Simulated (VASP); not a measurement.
# Ti (P3_121) in VASP: further runs

The runs below take Ti through single point, relaxation of cell and atoms, with r2SCAN.

Program: VASP 6.6.1. These are calculated values, not measurements. Logs are shortened: lines on timing, memory, paths and dates and some standing lists are left out, and cuts for length are marked.

## Step 1: The cell of the first run

Symmetry: P3_121, No. 152, trigonal system. The conventional cell has a = 4.647 Å, b = 4.647 Å, c = 2.770 Å, α = 90.00°, β = 90.00°, γ = 120.00°. Ti (site symmetry 2) has 14 Ti at 2.77 to 3.33 Å within 3.7 Å.

## Step 2: Single point, r2SCAN

File POSCAR:

```
Ti
1.0
    4.6467084804      0.0000000000      0.0000000000
   -2.3233542402      4.0241675880      0.0000000000
    0.0000000000      0.0000000000      2.7695139893
Ti
3
Direct
    0.3441427122      0.0000000000      0.3333333333
    0.0000000000      0.3441427122      0.6666666667
    0.6558572878      0.6558572878      0.0000000000
```

File INCAR.step1:

```
PREC = Accurate
ENCUT = 520
ISMEAR = 0
SIGMA = 0.1
LREAL = F
LASPH = T
NELM = 60
NBANDS = 25
GGA = PE
ALGO = Normal
EDIFF = 1E-4
LWAVE = T
LCHARG = F
```

File INCAR.step2:

```
PREC = Accurate
ENCUT = 520
EDIFF = 1E-6
ISMEAR = 0
SIGMA = 0.1
LREAL = F
LASPH = T
NELM = 60
ALGO = Normal
ISIF = 2
LWAVE = F
LCHARG = F
METAGGA = R2SCAN
LMIXTAU = T
NBANDS = 25
ISTART = 1
```

File KPOINTS:

```
Automatic mesh
0
Gamma
  6 6 6
```

Potentials or basis: VASP PAW PBE potentials, release 64 (Ti_sv).

Launch:

```sh
> cat potpaw_PBE.64/Ti_sv/POTCAR > POTCAR
> cp INCAR.step1 INCAR
> mpirun -np 1 vasp_std > vasp.out
> cp INCAR.step2 INCAR
> mpirun -np 1 vasp_std > vasp.out
```

OUTCAR:

```text
PREC = Accurate
   ENCUT = 520
   EDIFF = 1E-6
   ISMEAR = 0
   LREAL = F
   LASPH = T
   NELM = 60
   ISIF = 2
   METAGGA = R2SCAN
   ISTART = 1

 ion  position               nearest neighbor table
   1  0.344  0.000  0.333-   3 2.80   3 2.80   2 2.80   2 2.80   3 2.92   2 2.92
   2  0.000  0.344  0.667-   3 2.80   3 2.80   1 2.80   1 2.80   3 2.92   1 2.92
   3  0.656  0.656  0.000-   1 2.80   1 2.80   2 2.80   2 2.80   2 2.92   1 2.92

  LATTYP: Found a hexagonal cell.
 ALAT       =     4.6467084804
 C/A-ratio  =     0.5960162986

  Lattice vectors:

 A1 = (   4.6467084804,   0.0000000000,   0.0000000000)
 A2 = (  -2.3233542402,   4.0241675880,   0.0000000000)
 A3 = (   0.0000000000,   0.0000000000,   2.7695139893)

Analysis of symmetry for initial positions (statically):
=====================================================================
 Subroutine PRICEL returns:
 Original cell was already a primitive cell.

 Routine SETGRP: Setting up the symmetry group for a
 hexagonal supercell.

 Subroutine GETGRP returns: Found  6 space group operations
 (whereof  2 operations were pure point group operations)
 out of a pool of 24 trial point group operations.

The static configuration has the point symmetry C_2 .
 The point group associated with its full space group is D_3 .

Analysis of symmetry for dynamics (positions and initial velocities):
=====================================================================
 Subroutine PRICEL returns:
 Original cell was already a primitive cell.

 Routine SETGRP: Setting up the symmetry group for a
 hexagonal supercell.

 Subroutine GETGRP returns: Found  6 space group operations
 (whereof  2 operations were pure point group operations)
 out of a pool of 24 trial point group operations.

The dynamic configuration has the point symmetry C_2 .
 The point group associated with its full space group is D_3 .

 Subroutine INISYM returns: Found  6 space group operations
 (whereof  2 operations are pure point group operations),
 and found     1 'primitive' translations

----------------------------------------------------------------------------------------

                                     Primitive cell

  volume of cell :      51.7875

[... 85 lines left out ...]
   LNONCOLLINEAR =      F non collinear calculations
   LSORBIT =      F    spin-orbit coupling
   LASPH  =      T    aspherical Exc in radial PAW
   ENCUT  =  520.0 eV  38.22 Ry    6.18 a.u.   8.64  8.64  5.15*2*pi/ulx,y,z
   NELM   =     60;   NELMIN=  2; NELMDL=  0     # of ELM steps
   EDIFF  = 0.1E-05   stopping-criterion for ELM
   LREAL  =      F    real-space projection
   EDIFFG = 0.1E-04   stopping-criterion for IOM
   NSW    =      0    number of steps for IOM
   IBRION =     -1    ionic relax: 0-MD 1-quasi-New 2-CG
   NFREE  =      0    steps in history (QN), initial steepest desc. (CG)
   ISIF   =      2    stress and relaxation
   ISYM   =      2    0-nonsym 1-usesym 2-fastsym
   POTIM  = 0.5000    time-step for ionic-motion
   TEBEG  =    0.0;   TEEND  =   0.0 temperature during run
   PSTRESS=    0.0 pullay stress
   NELECT =      36.0000    total number of electrons
   NUPDOWN=      -1.0000    fix difference up-down
   EMIN   =  10.00;   EMAX   =-10.00  energy-range for DOS
   EFERMI =   0.00;   METHOD = LEGACY
   ISMEAR =     0;   SIGMA  =   0.10  broadening in eV -4-tet -1-fermi 0-gaus
   EFERMI_NEDOS =   21; number of points for ismear=-14 and -15
   IALGO  =     38    algorithm
   IMIX   =      4    mixing-type and parameters
     AMIX     =   0.40;   BMIX     =  1.00
     AMIX_MAG =   1.60;   BMIX_MAG =  1.00
  volume/ion in A,a.u.               =      17.26       116.49
  Fermi-wavevector in a.u.,A,eV,Ry     =   1.450220  2.740519 28.614942  2.103139
  Thomas-Fermi vector in A             =   2.567857
   LORBIT       =      0    0 simple, 1 ext, 2 COOP (PROOUT), +10 PAW based schemes
   METAGGA = R2SCAN    functional components
   LHFCALC =     F    Hartree Fock is set to
   AEXX    =    0.0000 exact exchange contribution
   IVDW    =     0    specifies the selected vdW correction
   LEPSILON=     F    determine dielectric tensor
   LRPA    =     F    only Hartree local field effects (RPA)
 non-spin polarized calculation
 Gauss-broadening in eV      SIGMA  =   0.10
  energy-cutoff  :      520.00
  volume of cell :       51.79
 maximum number of plane-waves:      1420
 NGX is ok and might be reduce to    36
   NGX = 17   NGY = 17   NGZ = 11

 number of electron      35.9999997 magnetization

 Free energy of the ion-electron system (eV)
  ---------------------------------------------------
  ext. energy  EPLUGINS =         0.00000000
  ---------------------------------------------------
  free energy    TOTEN  =       -38.45729287 eV

  energy without entropy =      -38.43123374  energy(sigma->0) =      -38.44426331

 E-fermi :   8.1551     XC(G=0): -12.4281

 val. band max:        8.1504000006   @ k =   0.3333   0.1667   0.1667
 cond. band min:       8.1720846817   @ k =   0.0000   0.3333   0.3333
 fundamental gap:      0.0216846810
 Fermi energy:         8.1551256517

 k-point     1 :       0.0000    0.0000    0.0000
  band No.  band energies     occupation
      1     -50.7273      2.00000
      2     -50.5749      2.00000
      3     -50.5749      2.00000
      4     -26.0554      2.00000
      5     -26.0016      2.00000
      6     -26.0015      2.00000
[... 661 lines left out ...]
     24      11.2261      0.00000
     25      11.3622      0.00000

 [... further k-points ...]

------------------------ aborting loop because EDIFF is reached ----------------------------------------

  FORCE on cell =-STRESS in cart. coord.  units (eV):
  Direction    XX          YY          ZZ          XY          YZ          ZX
  --------------------------------------------------------------------------------------
  -------------------------------------------------------------------------------------
  Total        0.0443309      0.0443309      0.1129354      0.0000000      0.0000000      0.0000000
  in kB        1.3714887      1.3714887      3.4939414      0.0000000      0.0000000      0.0000000
  external PRESSURE =       2.0789729 kB  Pullay stress =       0.0000000 kB

 VOLUME and BASIS-vectors are now :
 -----------------------------------------------------------------------------
  energy-cutoff  :      520.00
  volume of cell :       51.79
      direct lattice vectors                 reciprocal lattice vectors
     4.646708480  0.000000000  0.000000000     0.215206098  0.124249299  0.000000000
    -2.323354240  4.024167588  0.000000000     0.000000000  0.248498597  0.000000000
     0.000000000  0.000000000  2.769513989     0.000000000  0.000000000  0.361074183

 POSITION                                       TOTAL-FORCE (eV/Angst)
 -----------------------------------------------------------------------------------
      1.59913      0.00000      0.92317        -0.018868     -0.000000      0.000000
     -0.79957      1.38489      1.84634         0.009434     -0.016340     -0.000000
      1.52379      2.63928      0.00000         0.009434      0.016340     -0.000000
 -----------------------------------------------------------------------------------
    total drift:                                0.000000     -0.000000     -0.000000

  FREE ENERGIE OF THE ION-ELECTRON SYSTEM (eV)
  ---------------------------------------------------
  free  energy   TOTEN  =       -38.4572928694 eV

  energy  without entropy=      -38.4312337420  energy(sigma->0) =      -38.44426331
```

It took 2.5 min on 1 thread of Intel Xeon Platinum 8259CL at 2.50GHz (Skylake/Cascade Lake), shared host; peak memory 0.19 GiB.

What came out:

```
Free energy            : -38.4573 eV
Pressure               : 0.2 GPa
Largest force          : 0.019 eV/Å
Band gap on the k mesh : zero (bands 18 and 19 overlap by 0.69 eV)
```

Forces in eV/Å, atoms in the order of the input:
```
Ti  -0.019  0.000  0.000
Ti   0.009 -0.016  0.000
Ti   0.009  0.016  0.000
```

Levels at points of the mesh, in eV from the Fermi level:
| k point | band 16 | band 17 | band 18 | band 19 | band 20 | band 21 |
| --- | --- | --- | --- | --- | --- | --- |
| (0.00, 0.00, 0.00) | -0.71 | -0.61 | -0.61 | -0.57 | 0.98 | 1.26 |
| (0.50, 0.00, 0.00) | -0.37 | -0.08 | 0.12 | 0.29 | 0.30 | 0.89 |
| (0.00, 0.00, 0.50) | -1.76 | -0.59 | -0.50 | -0.50 | -0.41 | 3.02 |
| (0.50, 0.00, 0.50) | -1.18 | -1.06 | -0.28 | 0.54 | 0.73 | 1.16 |

Caveat: the k points lie up to 0.38 Å⁻¹ apart, too coarse for converged energies and pressures of a metal; the PAW data sets were made with another functional, which shifts forces and pressure a little.

(Part 1 of 2 ends here.)
